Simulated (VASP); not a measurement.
Input of a VASP 6.6.1 run:

Contents of INCAR:

```
  PREC = Accurate
  ENCUT = 520
  EDIFF = 1E-7
  ISMEAR = 0
  SIGMA = 0.05
  LREAL = False
  LASPH = True
  NELM = 100
  ALGO = Normal
  ISIF = 2
  LWAVE = False
  LCHARG = False
  GGA = PE
  NBANDS = 11
```

File KPOINTS:

```
regular mesh
0
Gamma
  12 12 12
```

File POSCAR:

```
BN
1.0
    0.0000000000      1.8130010000      1.8130010000
    1.8130010000      0.0000000000      1.8130010000
    1.8130010000      1.8130010000      0.0000000000
B N
1 1
Direct
    0.0390020072     -0.0390020072      0.0000000000
    0.7500000000      0.7500000000      0.7500000000
```

Potentials or basis: VASP PAW PBE potentials, release 64 (B, N).

Run with:

```console
$ cat potpaw_PBE.64/B/POTCAR potpaw_PBE.64/N/POTCAR > POTCAR
$ mpirun -np 1 vasp_std > vasp.out
```

Question: What does it give for the largest force?

Answer: 2.409 eV/Å.

Question: What does it give for the band gap on the k mesh?

Answer: 3.54 eV, indirect (least direct gap 7.44 eV).

Question: What does it give for the pressure?

Answer: 2.7 GPa.

Stress tensor (GPa, compression positive):
```
 2.45 -3.10 -1.49
-3.10  2.45  1.49
-1.49  1.49  3.14
```

Caveat: the cell differs from its parent crystal (all B atoms moved -0.100 Å, as atom 1 along Cartesian [1 -1 0]); forces of over 1 eV/Å act on the atoms, so gaps and moduli don't describe the material at rest. A k mesh can miss the band edges.
